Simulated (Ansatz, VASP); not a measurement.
Hf2S: VASP beside Ansatz

```
Hf S
1.0
     3.37427    0.00000    0.00000
    -1.68714    2.92221    0.00000
     0.00000    0.00000   11.71741
Hf S
4 2
Direct
  0.66667 0.33333 0.89981
  0.33333 0.66667 0.39981
  0.66667 0.33333 0.60019
  0.33333 0.66667 0.10019
  0.00000 0.00000 0.75000
  0.00000 0.00000 0.25000
```

Alike in both runs: task single point; functional r2SCAN; k mesh 12 × 12 × 2; occupations gaussian, width 0.1 eV; no spin polarisation.

|  | VASP | Ansatz |
| --- | --- | --- |
| version | VASP 6.6.1 | Ansatz 0.2.0 |
| potentials or method | VASP PAW PBE potentials, release 64 (Hf_pv, S), cutoff 520 eV | scalar-relativistic, plane waves, PAW |
| valence electrons in the cell | 52 | 116 |

|  | VASP | Ansatz | Ansatz less VASP |
| --- | --- | --- | --- |
| gap on the k mesh at the Fermi level (eV) | none | none | - |
| pressure (GPa) | 0.0 | 0.9 | +0.89 |
| traceless stress, the component that is largest in VASP (GPa) | -0.01 | 0.09 | +0.102 |
| rms of the force components (eV/Å) | 0.023 | 0.017 | -0.0060 |

VASP's potentials were made for PBE, not for r2SCAN. Atom by atom the forces differ by 0.006 eV/Å (rms over components). A gap of «none» marks a metal or a gap that the smearing closes. VASP's potentials hold 52 valence electrons a cell and Ansatz's 116, so a difference there can come from the potentials and not from the codes.

Neither program's run includes spin-orbit coupling.
